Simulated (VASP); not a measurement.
# BeTlMo (P6_3/mmc) in VASP: a series of runs

The runs below take BeTlMo through single point, with PBE.

Everything below comes from runs of VASP 6.6.1. Logs are shortened: lines on timing, memory, paths and dates and some standing lists are left out, and cuts for length are marked.

## (1) The cell of the first run

It takes space group P6_3/mmc (No. 194, hexagonal). Conventional cell: a = 4.501 Å, b = 4.501 Å, c = 5.659 Å, α = 90.00°, β = 90.00°, γ = 120.00°. Within 3.7 Å of Be (site symmetry -3m) lie 2 Be at 2.83 Å and 6 Tl at 2.96 Å and 6 Mo at 2.96 Å. Within 3.4 Å of Tl (site symmetry -6m2) lie 5 Mo at 2.60 to 2.83 Å and 6 Be at 2.96 Å. Mo (site symmetry -6m2) has 5 Tl at 2.60 to 2.83 Å and 6 Be at 2.96 Å within 3.4 Å.

## (2) Single point, PBE

Input file INCAR:

```
SYSTEM = BeTlMo
ALGO = Normal
EDIFF = 1E-6
ENCUT = 520
GGA = PE
ISIF = 2
ISMEAR = 0
LASPH = .TRUE.
LCHARG = .FALSE.
LREAL = .FALSE.
LWAVE = .FALSE.
NBANDS = 38
NELM = 60
PREC = Accurate
SIGMA = 0.1
```

Input file KPOINTS:

```
k-points
0
G
  6 6 4
  0 0 0
```

Input file POSCAR:

```
BeTlMo
1.0
    4.5010385612      0.0000000000      0.0000000000
   -2.2505192807      3.8980137375      0.0000000000
    0.0000000000      0.0000000000      5.6592945940
Be Tl Mo
2 2 2
Direct
    0.0000000000      0.0000000000      0.0000000000
    0.0000000000      0.0000000000      0.5000000000
    0.3333333333      0.6666666667      0.2500000000
    0.6666666667      0.3333333333      0.7500000000
    0.3333333333      0.6666666667      0.7500000000
    0.6666666667      0.3333333333      0.2500000000
```

Potentials or basis: VASP PAW PBE potentials, release 64 (Be, Tl_d, Mo_sv).

Started as:

```console
$ cat potpaw_PBE.64/Be/POTCAR potpaw_PBE.64/Tl_d/POTCAR potpaw_PBE.64/Mo_sv/POTCAR > POTCAR
$ mpirun -np 1 vasp_std > vasp.out
```

OUTCAR:

```text
SYSTEM = BeTlMo
   EDIFF = 1E-6
   ENCUT = 520
   GGA = PE
   ISIF = 2
   ISMEAR = 0
   LASPH = .TRUE.
   LREAL = .FALSE.
   NELM = 60
   PREC = Accurate

 ion  position               nearest neighbor table
   1  0.000  0.000  0.000-   3 2.96   4 2.96   4 2.96   3 2.96   4 2.96   3 2.96
   2  0.000  0.000  0.500-   3 2.96   4 2.96   4 2.96   3 2.96   4 2.96   3 2.96
   3  0.333  0.667  0.250-   6 2.60   6 2.60   6 2.60   5 2.83   5 2.83   1 2.96   2 2.96   2 2.96
                             1 2.96   2 2.96   1 2.96   4 3.84   4 3.84   4 3.84   4 3.84   4 3.84
   4  0.667  0.333  0.750-   5 2.60   5 2.60   5 2.60   6 2.83   6 2.83   1 2.96   2 2.96   1 2.96
                             2 2.96   1 2.96   2 2.96   3 3.84   3 3.84   3 3.84   3 3.84   3 3.84
   5  0.333  0.667  0.750-   4 2.60   4 2.60   4 2.60   3 2.83   3 2.83
   6  0.667  0.333  0.250-   3 2.60   3 2.60   3 2.60   4 2.83   4 2.83

  LATTYP: Found a hexagonal cell.
 ALAT       =     4.5010385612
 C/A-ratio  =     1.2573308398

  Lattice vectors:

 A1 = (   4.5010385612,   0.0000000000,   0.0000000000)
 A2 = (  -2.2505192807,   3.8980137375,   0.0000000000)
 A3 = (   0.0000000000,   0.0000000000,   5.6592945940)

Analysis of symmetry for initial positions (statically):
=====================================================================
 Subroutine PRICEL returns:
 Original cell was already a primitive cell.

 Routine SETGRP: Setting up the symmetry group for a
 hexagonal supercell.

 Subroutine GETGRP returns: Found 24 space group operations
 (whereof 12 operations were pure point group operations)
 out of a pool of 24 trial point group operations.

The static configuration has the point symmetry D_3d.
 The point group associated with its full space group is D_6h.

Analysis of symmetry for dynamics (positions and initial velocities):
=====================================================================
 Subroutine PRICEL returns:
 Original cell was already a primitive cell.

 Routine SETGRP: Setting up the symmetry group for a
 hexagonal supercell.

 Subroutine GETGRP returns: Found 24 space group operations
 (whereof 12 operations were pure point group operations)
 out of a pool of 24 trial point group operations.

The dynamic configuration has the point symmetry D_3d.
 The point group associated with its full space group is D_6h.

 Subroutine INISYM returns: Found 24 space group operations
 (whereof 12 operations are pure point group operations),
 and found     1 'primitive' translations

[... 99 lines left out ...]
   LREAL  =      F    real-space projection
   EDIFFG = 0.1E-04   stopping-criterion for IOM
   NSW    =      0    number of steps for IOM
   IBRION =     -1    ionic relax: 0-MD 1-quasi-New 2-CG
   NFREE  =      0    steps in history (QN), initial steepest desc. (CG)
   ISIF   =      2    stress and relaxation
   ISYM   =      2    0-nonsym 1-usesym 2-fastsym
   POTIM  = 0.5000    time-step for ionic-motion
   TEBEG  =    0.0;   TEEND  =   0.0 temperature during run
   PSTRESS=    0.0 pullay stress
   NELECT =      58.0000    total number of electrons
   NUPDOWN=      -1.0000    fix difference up-down
   EMIN   =  10.00;   EMAX   =-10.00  energy-range for DOS
   EFERMI =   0.00;   METHOD = LEGACY
   ISMEAR =     0;   SIGMA  =   0.10  broadening in eV -4-tet -1-fermi 0-gaus
   EFERMI_NEDOS =   21; number of points for ismear=-14 and -15
   IALGO  =     38    algorithm
   IMIX   =      4    mixing-type and parameters
     AMIX     =   0.40;   BMIX     =  1.00
     AMIX_MAG =   1.60;   BMIX_MAG =  1.00
  volume/ion in A,a.u.               =      16.55       111.68
  Fermi-wavevector in a.u.,A,eV,Ry     =   1.368500  2.586089 25.480873  1.872791
  Thomas-Fermi vector in A             =   2.494458
   LORBIT       =      0    0 simple, 1 ext, 2 COOP (PROOUT), +10 PAW based schemes
   GGA     = PE    functional components
   LHFCALC =     F    Hartree Fock is set to
   AEXX    =    0.0000 exact exchange contribution
   IVDW    =     0    specifies the selected vdW correction
   LEPSILON=     F    determine dielectric tensor
   LRPA    =     F    only Hartree local field effects (RPA)
 non-spin polarized calculation
 Gauss-broadening in eV      SIGMA  =   0.10
  energy-cutoff  :      520.00
  volume of cell :       99.29
 maximum number of plane-waves:      2715
 NGX is ok and might be reduce to    36
   NGX = 17   NGY = 17   NGZ = 21

 number of electron      58.0000011 magnetization

 Free energy of the ion-electron system (eV)
  ---------------------------------------------------
  ext. energy  EPLUGINS =         0.00000000
  ---------------------------------------------------
  free energy    TOTEN  =       -26.32648415 eV

  energy without entropy =      -26.28383931  energy(sigma->0) =      -26.30516173

 E-fermi :   9.1794     XC(G=0): -11.6054

 val. band max:        9.1711491145   @ k =   0.3333   0.3333   0.0000
 cond. band min:       9.1842032524   @ k =   0.3333   0.3333   0.0000
 fundamental gap:      0.0130541378
 Fermi energy:         9.1794236700

 k-point     1 :       0.0000    0.0000    0.0000
  band No.  band energies     occupation
      1     -51.4311      2.00000
      2     -51.4272      2.00000
      3     -25.6952      2.00000
      4     -25.6456      2.00000
      5     -25.5861      2.00000
      6     -25.5861      2.00000
[... 850 lines left out ...]
     37      14.4455      0.00000
     38      14.4455      0.00000

------------------------ aborting loop because EDIFF is reached ----------------------------------------

  FORCE on cell =-STRESS in cart. coord.  units (eV):
  Direction    XX          YY          ZZ          XY          YZ          ZX
  --------------------------------------------------------------------------------------
  -------------------------------------------------------------------------------------
  Total        8.5534496      8.5534496     -3.6345513     -0.0000000     -0.0000000      0.0000000
  in kB      138.0172850    138.0172850    -58.6466189     -0.0000000     -0.0000000      0.0000000
  external PRESSURE =      72.4626504 kB  Pullay stress =       0.0000000 kB

 VOLUME and BASIS-vectors are now :
 -----------------------------------------------------------------------------
  energy-cutoff  :      520.00
  volume of cell :       99.29
      direct lattice vectors                 reciprocal lattice vectors
     4.501038561  0.000000000  0.000000000     0.222170947  0.128270456  0.000000000
    -2.250519281  3.898013737  0.000000000     0.000000000  0.256540912  0.000000000
     0.000000000  0.000000000  5.659294594     0.000000000  0.000000000  0.176700467

 POSITION                                       TOTAL-FORCE (eV/Angst)
 -----------------------------------------------------------------------------------
      0.00000      0.00000      0.00000         0.000000      0.000000     -0.000000
      0.00000      0.00000      2.82965         0.000000      0.000000     -0.000000
     -0.00000      2.59868      1.41482         0.000000     -0.000000      0.000000
      2.25052      1.29934      4.24447         0.000000      0.000000      0.000000
     -0.00000      2.59868      4.24447        -0.000000      0.000000     -0.000000
      2.25052      1.29934      1.41482         0.000000     -0.000000     -0.000000
 -----------------------------------------------------------------------------------
    total drift:                               -0.000000      0.000000     -0.000000

  FREE ENERGIE OF THE ION-ELECTRON SYSTEM (eV)
  ---------------------------------------------------
  free  energy   TOTEN  =       -26.3264841473 eV

  energy  without entropy=      -26.2838393141  energy(sigma->0) =      -26.30516173
```

stdout:

```text
POSCAR found type information on POSCAR BeTlMo
 POSCAR found :  3 types and       6 ions
 scaLAPACK will be used
 LDA part: xc-table for (Slater+PW92), standard interpolation
 POSCAR, INCAR and KPOINTS ok, starting setup
 FFT: planning ... GRIDC
 FFT: planning ... GRID_SOFT
 FFT: planning ... GRID
 WAVECAR not read
 entering main loop
```

Run time: 31 s. Hardware: 1 thread of Intel Xeon 6975P-C (Granite Rapids), shared host; peak memory 0.26 GiB.

Results:

```
Free energy            : -26.3265 eV
Pressure               : 7.2 GPa
Band gap on the k mesh : zero (bands 29 and 30 overlap by 0.59 eV)
```

Stress tensor (GPa, compression positive):
```
13.80  0.00  0.00
 0.00 13.80  0.00
 0.00  0.00 -5.86
```

Caveat: the cell stands under pressure; spin-orbit coupling is left out, which moves the levels of the heavy elements.

## (3) Single point, PBE

This run uses another cell than the first one, of 17.46 Å³/atom.

Input file INCAR:

```
SYSTEM = BeTlMo
PREC = Accurate ; ENCUT = 520
EDIFF = 1E-7 ; ISMEAR = 0
SIGMA = 0.1 ; LREAL = .False.
LASPH = .True. ; NELM = 60
ALGO = Fast ; ISIF = 2
LWAVE = .False. ; LCHARG = .False.
GGA = PE ; NBANDS = 38
```

Input file KPOINTS:

```
Automatic mesh
0
Gamma
  6 6 4
  0 0 0
```

POSCAR: that of step 2 with these lines changed.

```diff
@@ -2,5 +2,5 @@
 1.0
-    4.5010385612      0.0000000000      0.0000000000
-   -2.2505192807      3.8980137375      0.0000000000
-    0.0000000000      0.0000000000      5.6592945940
+    4.7033738960      0.0000000001      0.0000000000
+   -2.3516869480      4.0732412774      0.0000000000
+    0.0000000000      0.0000000000      5.4675357850
 Be Tl Mo
```

Potentials or basis: VASP PAW PBE potentials, release 64 (Be, Tl_d, Mo_sv).

Started as:

```console
$ cat potpaw_PBE.64/Be/POTCAR potpaw_PBE.64/Tl_d/POTCAR potpaw_PBE.64/Mo_sv/POTCAR > POTCAR
$ mpirun -np 1 vasp_std > vasp.out
```

Run time: 42 s. Hardware: 1 thread of Intel Xeon 6975P-C (Granite Rapids), shared host; peak memory 0.26 GiB.

Results (log left out):

```yaml
Free_energy: -26.7501 eV
Pressure: -0.2 GPa
Band_gap_on_the_k_mesh: zero (bands 29 and 30 overlap by 0.70 eV)
```

Stress tensor (GPa, compression positive):
```
-0.25  0.00  0.00
 0.00 -0.25  0.00
 0.00  0.00  0.04
```

Levels at points of the mesh, in eV from the Fermi level:
```
           k point  band 28  band 29  band 30  band 31  band 32  band 33
(0.00, 0.00, 0.00)    -0.64    -0.32    -0.32     0.37     1.65     2.98
(0.50, 0.00, 0.00)    -0.45    -0.28    -0.23     0.52     1.57     1.63
(0.00, 0.00, 0.50)     0.03     0.03     0.03     0.39     0.39     3.18
(0.50, 0.00, 0.50)    -0.52    -0.29    -0.29     0.53     0.53     1.73
```

Caveat: spin-orbit coupling is left out, which moves the levels of the heavy elements.
